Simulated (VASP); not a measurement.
# O2 in VASP: single point with PBEsol

Aim: the single point of O2 with PBEsol.

Everything below comes from runs of VASP 6.6.1. Logs are shortened: lines on timing, memory, paths and dates and some standing lists are left out, and cuts for length are marked.

## Step 1: The cell of the first run

The cell holds a molecule in a box, 2 atoms: a = 9.000 Å, b = 9.500 Å, c = 10.000 Å, α = 90.00°, β = 90.00°, γ = 90.00°.

## Step 2: Single point, PBEsol, collinear spin, ferromagnetic start

INCAR reads:

```
PREC = Accurate
ENCUT = 520
EDIFF = 1E-7
ISMEAR = -1
SIGMA = 0.02
LREAL = F
LASPH = T
NELM = 150
ALGO = Normal
ISIF = 2
LWAVE = F
LCHARG = F
ISPIN = 2
MAGMOM = 1 1
LORBIT = 11
GGA = PS
NBANDS = 17
```

KPOINTS reads:

```
regular mesh
0
Gamma
  1 1 1
```

POSCAR reads:

```
O
1.0
    9.0000000000      0.0000000000      0.0000000000
    0.0000000000      9.5000000000      0.0000000000
    0.0000000000      0.0000000000     10.0000000000
O
2
Direct
    0.5000000000      0.5000000000      0.4394967706
    0.5000000000      0.5000000000      0.5605032294
```

Potentials or basis: VASP PAW PBE potentials, release 64 (O).

Command:

```sh
$ cat potpaw_PBE.64/O/POTCAR > POTCAR
$ mpirun -np 1 vasp_gam > vasp.out
```

OUTCAR:

```text
PREC = Accurate
   ENCUT = 520
   EDIFF = 1E-7
   ISMEAR = -1
   LREAL = F
   LASPH = T
   NELM = 150
   ISIF = 2
   ISPIN = 2
   LORBIT = 11
   GGA = PS

 ion  position               nearest neighbor table
   1  0.500  0.500  0.439-   2 1.21
   2  0.500  0.500  0.561-   1 1.21

  LATTYP: Found a simple orthorhombic cell.
 ALAT       =     9.0000000000
 B/A-ratio  =     1.0555555556
 C/A-ratio  =     1.1111111111

  Lattice vectors:

 A1 = (   9.0000000000,   0.0000000000,   0.0000000000)
 A2 = (   0.0000000000,   9.5000000000,   0.0000000000)
 A3 = (   0.0000000000,   0.0000000000,  10.0000000000)

Analysis of symmetry for initial positions (statically):
=====================================================================
 Subroutine PRICEL returns:
 Original cell was already a primitive cell.

 Routine SETGRP: Setting up the symmetry group for a
 simple orthorhombic supercell.

 Subroutine GETGRP returns: Found  8 space group operations
 (whereof  8 operations were pure point group operations)
 out of a pool of  8 trial point group operations.

The static configuration has the point symmetry D_2h.

Analysis of symmetry for dynamics (positions and initial velocities):
=====================================================================
 Subroutine PRICEL returns:
 Original cell was already a primitive cell.

 Routine SETGRP: Setting up the symmetry group for a
 simple orthorhombic supercell.

 Subroutine GETGRP returns: Found  8 space group operations
 (whereof  8 operations were pure point group operations)
 out of a pool of  8 trial point group operations.

The dynamic configuration has the point symmetry D_2h.

Analysis of structural, dynamic, and magnetic symmetry:
=====================================================================
 Subroutine PRICEL returns:
 Original cell was already a primitive cell.

 Routine SETGRP: Setting up the symmetry group for a
 simple orthorhombic supercell.

 Subroutine GETGRP returns: Found  8 space group operations
 (whereof  8 operations were pure point group operations)
 out of a pool of  8 trial point group operations.

The overall configuration has the point symmetry D_2h.

[... 88 lines left out ...]
   EFERMI =   0.00;   METHOD = LEGACY
   ISMEAR =    -1;   SIGMA  =   0.02  broadening in eV -4-tet -1-fermi 0-gaus
   EFERMI_NEDOS =   21; number of points for ismear=-14 and -15
   IALGO  =     38    algorithm
   IMIX   =      4    mixing-type and parameters
     AMIX     =   0.40;   BMIX     =  1.00
     AMIX_MAG =   1.60;   BMIX_MAG =  1.00
  volume/ion in A,a.u.               =     427.50      2884.91
  Fermi-wavevector in a.u.,A,eV,Ry     =   0.394893  0.746240  2.121703  0.155941
  Thomas-Fermi vector in A             =   1.339966
   LORBIT       =     11    0 simple, 1 ext, 2 COOP (PROOUT), +10 PAW based schemes
   GGA     = PS    functional components
   LHFCALC =     F    Hartree Fock is set to
   AEXX    =    0.0000 exact exchange contribution
   IVDW    =     0    specifies the selected vdW correction
   LEPSILON=     F    determine dielectric tensor
   LRPA    =     F    only Hartree local field effects (RPA)
 spin polarized calculation
  energy-cutoff  :      520.00
  volume of cell :      855.00
 maximum number of plane-waves:     11510
 NGX is ok and might be reduce to    70
   NGX = 33   NGY = 35   NGZ = 37

 number of electron      12.0000002 magnetization       2.0000001

 Free energy of the ion-electron system (eV)
  ---------------------------------------------------
  ext. energy  EPLUGINS =         0.00000000
  ---------------------------------------------------
  free energy    TOTEN  =       -10.26620176 eV

  energy without entropy =      -10.26620176  energy(sigma->0) =      -10.26620176

 E-fermi :  -6.1289     XC(G=0):  -0.6285

 val. band max:       -6.6244434473   @ k =   0.0000   0.0000   0.0000
 cond. band min:      -4.3610587660   @ k =   0.0000   0.0000   0.0000
 fundamental gap:      2.2633846814
 Fermi energy:        -6.1289077577

 spin component 1

 k-point     1 :       0.0000    0.0000    0.0000
  band No.  band energies     occupation
      1     -32.8624      1.00000
      2     -20.2087      1.00000
      3     -13.3759      1.00000
      4     -13.3759      1.00000
      5     -13.3617      1.00000
      6      -6.6245      1.00000
[... 9 lines left out ...]
     16       2.8011      0.00000
     17       2.8891      0.00000
 Fermi energy:        -6.1289077577

 spin component 2

 k-point     1 :       0.0000    0.0000    0.0000
  band No.  band energies     occupation
      1     -31.6143      1.00000
      2     -18.4282      1.00000
      3     -12.3311      1.00000
      4     -11.5389      1.00000
      5     -11.5389      1.00000
      6      -4.3611      0.00000
[... 9 lines left out ...]
     16       2.9702      0.00000
     17       2.9784      0.00000

------------------------ aborting loop because EDIFF is reached ----------------------------------------

  FORCE on cell =-STRESS in cart. coord.  units (eV):
  Direction    XX          YY          ZZ          XY          YZ          ZX
  --------------------------------------------------------------------------------------
  -------------------------------------------------------------------------------------
  Total       -0.0728550     -0.0726431      1.5854158     -0.0000000      0.0000000      0.0000000
  in kB       -0.1365225     -0.1361252      2.9708974     -0.0000000      0.0000000      0.0000000
  external PRESSURE =       0.8994166 kB  Pullay stress =       0.0000000 kB

 VOLUME and BASIS-vectors are now :
 -----------------------------------------------------------------------------
  energy-cutoff  :      520.00
  volume of cell :      855.00
      direct lattice vectors                 reciprocal lattice vectors
     9.000000000  0.000000000  0.000000000     0.111111111  0.000000000  0.000000000
     0.000000000  9.500000000  0.000000000     0.000000000  0.105263158  0.000000000
     0.000000000  0.000000000 10.000000000     0.000000000  0.000000000  0.100000000

 POSITION                                       TOTAL-FORCE (eV/Angst)
 -----------------------------------------------------------------------------------
      4.50000      4.75000      4.39497         0.000000      0.000000     -1.376729
      4.50000      4.75000      5.60503         0.000000      0.000000      1.376729
 -----------------------------------------------------------------------------------
    total drift:                                0.000000      0.000000     -0.000000

  FREE ENERGIE OF THE ION-ELECTRON SYSTEM (eV)
  ---------------------------------------------------
  free  energy   TOTEN  =       -10.2662017576 eV

  energy  without entropy=      -10.2662017576  energy(sigma->0) =      -10.26620176

 total charge

# of ion       s       p       d       tot
------------------------------------------
    1        1.609   3.308   0.000   4.917
    2        1.609   3.308   0.000   4.917
--------------------------------------------------
tot          3.218   6.615   0.000   9.833

 magnetization (x)

# of ion       s       p       d       tot
------------------------------------------
    1        0.009   0.797   0.000   0.806
    2        0.009   0.797   0.000   0.806
--------------------------------------------------
tot          0.018   1.594   0.000   1.612
```

Wall time 2.1 min (1 thread of Intel Xeon Platinum 8375C at 2.90GHz (Ice Lake), shared host); peak memory 1 GiB.

Results:

```
Free energy                                           : -10.2662 eV
Largest force                                         : 1.377 eV/Å
Gap between the frontier levels                       : 2.26 eV
Net moment                                            : 2.00 μB per cell
Site moments                                          : O +0.81 μB
Valence electrons inside the program's atomic spheres : O 4.92
```

Forces in eV/Å, atoms in the order of the input:
```
O    0.000  0.000 -1.377
O    0.000  0.000  1.377
```

Caveat: the standard files for N, O and F lose accuracy on very short bonds; the PAW data sets were made with another functional, which shifts forces and pressure a little.
